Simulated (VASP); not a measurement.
# ZnS (Pmn2_1) in VASP: single point with PBE

Aim: the single point of ZnS with PBE.

Program: VASP 6.6.1. These are calculated values, not measurements. Logs are shortened: lines on timing, memory, paths and dates and some standing lists are left out, and cuts for length are marked.

## Step 1: The cell of the first run

It takes space group Pmn2_1 (No. 31, orthorhombic). Conventional cell: a = 3.825 Å, b = 3.825 Å, c = 5.409 Å, α = 90.00°, β = 90.00°, γ = 90.00°. Within 2.7 Å of Zn (site symmetry m) lie 4 S at 2.03 to 2.67 Å. S (site symmetry m) has 4 Zn at 2.03 to 2.67 Å within 2.7 Å.

## Step 2: Single point, PBE (atoms displaced along a vibrational mode)

File INCAR:

```
SYSTEM = ZnS
PREC = Accurate
ENCUT = 520
EDIFF = 1E-7
ISMEAR = 0
SIGMA = 0.05
LREAL = .False.
LASPH = .True.
NELM = 80
ALGO = Normal
ISIF = 2
LWAVE = .False.
LCHARG = .False.
GGA = PE
NBANDS = 26
```

File KPOINTS:

```
regular mesh
0
Gamma
  8 8 6
  0 0 0
```

File POSCAR:

```
ZnS
1.0
    0.0000000000     -2.7046500000     -2.7046500000
    0.0000000000      2.7046500000     -2.7046500000
    5.4093000000      0.0000000000      0.0000000000
Zn S
2 2
Direct
    0.4755970015      0.5000000000      0.5000000000
    0.0244029985      0.0000000000      0.0000000000
    0.0784323422      0.5000000000      0.2500000000
    0.4215676578      0.0000000000      0.7500000000
```

Potentials or basis: VASP PAW PBE potentials, release 64 (Zn, S).

Launch:

```sh
> cat potpaw_PBE.64/Zn/POTCAR potpaw_PBE.64/S/POTCAR > POTCAR
> mpirun -np 1 vasp_std > vasp.out
```

OUTCAR:

```text
SYSTEM = ZnS
   PREC = Accurate
   ENCUT = 520
   EDIFF = 1E-7
   ISMEAR = 0
   LREAL = .False.
   LASPH = .True.
   NELM = 80
   ISIF = 2
   GGA = PE

 ion  position               nearest neighbor table
   1  0.476  0.500  0.500-   3 2.03   4 2.35   4 2.35   3 2.67
   2  0.024  0.000  0.000-   4 2.03   3 2.35   3 2.35   4 2.67
   3  0.078  0.500  0.250-   1 2.03   2 2.35   2 2.35   1 2.67
   4  0.422  0.000  0.750-   2 2.03   1 2.35   1 2.35   2 2.67

  LATTYP: Found a simple tetragonal cell.
 ALAT       =     3.8249527115
 C/A-ratio  =     1.4142135624

  Lattice vectors:

 A1 = (   0.0000000000,  -2.7046500000,  -2.7046500000)
 A2 = (   0.0000000000,   2.7046500000,  -2.7046500000)
 A3 = (   5.4093000000,   0.0000000000,   0.0000000000)

Analysis of symmetry for initial positions (statically):
=====================================================================
 Subroutine PRICEL returns:
 Original cell was already a primitive cell.

 Routine SETGRP: Setting up the symmetry group for a
 simple tetragonal supercell.

 Subroutine GETGRP returns: Found  4 space group operations
 (whereof  2 operations were pure point group operations)
 out of a pool of 16 trial point group operations.

The static configuration has the point symmetry C_1h.
 The point group associated with its full space group is C_2v.

Analysis of symmetry for dynamics (positions and initial velocities):
=====================================================================
 Subroutine PRICEL returns:
 Original cell was already a primitive cell.

 Routine SETGRP: Setting up the symmetry group for a
 simple tetragonal supercell.

 Subroutine GETGRP returns: Found  4 space group operations
 (whereof  2 operations were pure point group operations)
 out of a pool of 16 trial point group operations.

The dynamic configuration has the point symmetry C_1h.
 The point group associated with its full space group is C_2v.

 Subroutine INISYM returns: Found  4 space group operations
 (whereof  2 operations are pure point group operations),
 and found     1 'primitive' translations

----------------------------------------------------------------------------------------

                                     Primitive cell

  volume of cell :      79.1395

  direct lattice vectors                    reciprocal lattice vectors
     0.000000000 -2.704650000 -2.704650000     0.000000000 -0.184866803 -0.184866803
     0.000000000  2.704650000 -2.704650000     0.000000000  0.184866803 -0.184866803
     5.409300000  0.000000000  0.000000000     0.184866803  0.000000000  0.000000000

  length of vectors
     3.824952711  3.824952711  5.409300000     0.261441141  0.261441141  0.184866803

  position of ions in fractional coordinates (direct lattice)
     0.475597001  0.500000000  0.500000000
     0.024402999  0.000000000  0.000000000
     0.078432342  0.500000000  0.250000000
     0.421567658  0.000000000  0.750000000

  ion indices of the primitive-cell ions
   primitive index   ion index
                 1           1
                 2           2
                 3           3
                 4           4

----------------------------------------------------------------------------------------

 KPOINTS: regular mesh

Automatic generation of k-mesh.
 Grid dimensions read from file:
 generate k-points for:    8    8    6

 Generating k-lattice:

  Cartesian coordinates                     Fractional coordinates (reciprocal lattice)
     0.000000000 -0.023108350 -0.023108350     0.125000000  0.000000000  0.000000000
     0.000000000  0.023108350 -0.023108350     0.000000000  0.125000000  0.000000000
     0.030811134  0.000000000  0.000000000     0.000000000  0.000000000  0.166666667

  Length of vectors
     0.032680143  0.032680143  0.030811134

  Shift w.r.t. Gamma in fractional coordinates (k-lattice)
     0.000000000  0.000000000  0.000000000

 Subroutine IBZKPT returns following result:
 ===========================================

 Found    100 irreducible k-points:

 Following reciprocal coordinates:
            Coordinates               Weight
  0.000000  0.000000  0.000000      1.000000
  0.125000  0.000000  0.000000      2.000000
  0.000000  0.125000  0.000000      2.000000
  0.250000  0.000000  0.000000      2.000000
  0.000000  0.250000  0.000000      2.000000
  0.375000  0.000000  0.000000      2.000000
[... 16 lines left out ...]
  0.500000  0.375000  0.000000      2.000000
 -0.375000  0.500000  0.000000      2.000000
 [... further k-points ...]
   k-points           NKPTS =    100   k-points in BZ     NKDIM =    100   number of bands    NBANDS=     26
   number of dos      NEDOS =    301   number of ions     NIONS =      4
   total plane-waves  NPLWV =  31360
   dimension x,y,z NGX =    28 NGY =   28 NGZ =   40
   dimension x,y,z NGXF=    56 NGYF=   56 NGZF=   80
   ions per type =               2   2
   NGX,Y,Z   is equivalent  to a cutoff of  12.17, 12.17, 12.29 a.u.
   NGXF,Y,Z  is equivalent  to a cutoff of  24.34, 24.34, 24.59 a.u.
 SYSTEM =  ZnS
   PREC   = accura    normal or accurate (medium, high low for compatibility)
   ISTART =      0    job   : 0-new  1-cont  2-samecut
   ICHARG =      2    charge: 1-file 2-atom 10-const
   ISPIN  =      1    spin polarized calculation?
   LNONCOLLINEAR =      F non collinear calculations
   LSORBIT =      F    spin-orbit coupling
   LASPH  =      T    aspherical Exc in radial PAW
   ENCUT  =  520.0 eV  38.22 Ry    6.18 a.u.   7.11  7.11 10.06*2*pi/ulx,y,z
   NELM   =     80;   NELMIN=  2; NELMDL= -5     # of ELM steps
   EDIFF  = 0.1E-06   stopping-criterion for ELM
   LREAL  =      F    real-space projection
   EDIFFG = 0.1E-05   stopping-criterion for IOM
   NSW    =      0    number of steps for IOM
   IBRION =     -1    ionic relax: 0-MD 1-quasi-New 2-CG
   NFREE  =      0    steps in history (QN), initial steepest desc. (CG)
   ISIF   =      2    stress and relaxation
   ISYM   =      2    0-nonsym 1-usesym 2-fastsym
   POTIM  = 0.5000    time-step for ionic-motion
   TEBEG  =    0.0;   TEEND  =   0.0 temperature during run
   PSTRESS=    0.0 pullay stress
   NELECT =      36.0000    total number of electrons
   NUPDOWN=      -1.0000    fix difference up-down
   EMIN   =  10.00;   EMAX   =-10.00  energy-range for DOS
   EFERMI =   0.00;   METHOD = LEGACY
   ISMEAR =     0;   SIGMA  =   0.05  broadening in eV -4-tet -1-fermi 0-gaus
   EFERMI_NEDOS =   21; number of points for ismear=-14 and -15
   IALGO  =     38    algorithm
   IMIX   =      4    mixing-type and parameters
     AMIX     =   0.40;   BMIX     =  1.00
     AMIX_MAG =   1.60;   BMIX_MAG =  1.00
  volume/ion in A,a.u.               =      19.78       133.51
  Fermi-wavevector in a.u.,A,eV,Ry     =   1.259055  2.379268 21.568210  1.585219
  Thomas-Fermi vector in A             =   2.392634
   LORBIT       =      0    0 simple, 1 ext, 2 COOP (PROOUT), +10 PAW based schemes
   GGA     = PE    functional components
   LHFCALC =     F    Hartree Fock is set to
   AEXX    =    0.0000 exact exchange contribution
   IVDW    =     0    specifies the selected vdW correction
   LEPSILON=     F    determine dielectric tensor
   LRPA    =     F    only Hartree local field effects (RPA)
 non-spin polarized calculation
 Gauss-broadening in eV      SIGMA  =   0.05
  energy-cutoff  :      520.00
  volume of cell :       79.14
 maximum number of plane-waves:      2180
   NGX = 15   NGY = 15   NGZ = 21

 number of electron      36.0000004 magnetization

 Free energy of the ion-electron system (eV)
  ---------------------------------------------------
  ext. energy  EPLUGINS =         0.00000000
  ---------------------------------------------------
  free energy    TOTEN  =       -12.43352596 eV

  energy without entropy =      -12.43352596  energy(sigma->0) =      -12.43352596

 E-fermi :   2.5064     XC(G=0):  -9.5897

 val. band max:        2.2510197177   @ k =   0.0000   0.0000   0.0000
 cond. band min:       4.0674868810   @ k =   0.0000   0.0000   0.0000
 fundamental gap:      1.8164671633
 Fermi energy:         2.5063674898

 k-point     1 :       0.0000    0.0000    0.0000
  band No.  band energies     occupation
      1     -11.2546      2.00000
      2      -9.9745      2.00000
      3      -4.6934      2.00000
      4      -4.6603      2.00000
      5      -4.4848      2.00000
      6      -4.4469      2.00000
[... 18 lines left out ...]
     25      12.7483      0.00000
     26      13.2554      0.00000

 k-point     2 :       0.1250    0.0000    0.0000
  band No.  band energies     occupation
      1     -11.1888      2.00000
      2      -9.9652      2.00000
      3      -4.6895      2.00000
      4      -4.6540      2.00000
      5      -4.4753      2.00000
      6      -4.4155      2.00000
[... 18 lines left out ...]
     25      12.5154      0.00000
     26      12.7316      0.00000

 k-point     3 :       0.0000    0.1250    0.0000
  band No.  band energies     occupation
      1     -11.1772      2.00000
      2      -9.9801      2.00000
      3      -4.6765      2.00000
      4      -4.6342      2.00000
      5      -4.4904      2.00000
      6      -4.4316      2.00000
[... 18 lines left out ...]
     25      12.4718      0.00000
     26      12.9009      0.00000

 k-point     4 :       0.2500    0.0000    0.0000
  band No.  band energies     occupation
      1     -11.0145      2.00000
      2      -9.9526      2.00000
      3      -4.6838      2.00000
      4      -4.6462      2.00000
      5      -4.4508      2.00000
      6      -4.3309      2.00000
[... 18 lines left out ...]
     25      11.7482      0.00000
     26      11.8558      0.00000
[... 496 lines left out ...]
      1     -10.3247      2.00000
      2      -9.9737      2.00000
      3      -4.5901      2.00000
      4      -4.5581      2.00000
      5      -4.4311      2.00000
      6      -4.3641      2.00000
[... 18 lines left out ...]
     25      11.8712      0.00000
     26      12.4478      0.00000

 k-point    23 :       0.5000    0.3750    0.0000
  band No.  band energies     occupation
      1     -10.2546      2.00000
      2      -9.9517      2.00000
      3      -4.5688      2.00000
      4      -4.5642      2.00000
      5      -4.4506      2.00000
      6      -4.3562      2.00000
[... 18 lines left out ...]
     25      12.1392      0.00000
     26      13.3722      0.00000

 k-point    24 :      -0.3750    0.5000    0.0000
  band No.  band energies     occupation
      1     -10.1061      2.00000
      2     -10.1061      2.00000
      3      -4.5735      2.00000
      4      -4.5735      2.00000
      5      -4.3958      2.00000
      6      -4.3958      2.00000
[... 18 lines left out ...]
     25      12.6816      0.00000
     26      12.6816      0.00000

 [... further k-points ...]

------------------------ aborting loop because EDIFF is reached ----------------------------------------

  FORCE on cell =-STRESS in cart. coord.  units (eV):
  Direction    XX          YY          ZZ          XY          YZ          ZX
  --------------------------------------------------------------------------------------
  -------------------------------------------------------------------------------------
  Total        6.4416759      3.1069127      3.1069127     -0.0000000      2.2278164     -0.0000000
  in kB      130.4116058     62.8993880     62.8993880     -0.0000000     45.1021017     -0.0000000
  external PRESSURE =      85.4034606 kB  Pullay stress =       0.0000000 kB

 VOLUME and BASIS-vectors are now :
 -----------------------------------------------------------------------------
  energy-cutoff  :      520.00
  volume of cell :       79.14
      direct lattice vectors                 reciprocal lattice vectors
     0.000000000 -2.704650000 -2.704650000     0.000000000 -0.184866803 -0.184866803
     0.000000000  2.704650000 -2.704650000     0.000000000  0.184866803 -0.184866803
     5.409300000  0.000000000  0.000000000     0.184866803  0.000000000  0.000000000

 POSITION                                       TOTAL-FORCE (eV/Angst)
 -----------------------------------------------------------------------------------
      2.70465      0.06600     -2.63865         1.893505     -1.809295     -1.809295
      0.00000     -0.06600     -0.06600         1.893505      1.809295      1.809295
      1.35232      1.14019     -1.56446        -1.893505      2.617683      2.617683
      4.05697     -1.14019     -1.14019        -1.893505     -2.617683     -2.617683
 -----------------------------------------------------------------------------------
    total drift:                               -0.000066     -0.000000     -0.000000

  FREE ENERGIE OF THE ION-ELECTRON SYSTEM (eV)
  ---------------------------------------------------
  free  energy   TOTEN  =       -12.4335259575 eV

  energy  without entropy=      -12.4335259575  energy(sigma->0) =      -12.43352596
```

Wall time 3.1 min (1 thread of Intel Xeon 8259CL, shared host); peak memory 0.3 GiB.

What came out:

```yaml
Free_energy: -12.4335 eV
Pressure: 8.5 GPa
Largest_force: 4.158 eV/Å
Band_gap_on_the_k_mesh: 1.82 eV
```

Forces in eV/Å, atoms in the order of the input:
```
Zn   1.894 -1.809 -1.809
Zn   1.894  1.809  1.809
S   -1.894  2.618  2.618
S   -1.894 -2.618 -2.618
```

Stress tensor (GPa, compression positive):
```
13.04  0.00  0.00
 0.00  6.29  4.51
 0.00  4.51  6.29
```

Caveat: the cell differs from its parent crystal (atoms displaced along a vibrational mode); the cell stands under pressure; forces of over 1 eV/Å act on the atoms, so gaps and moduli don't describe the material at rest.
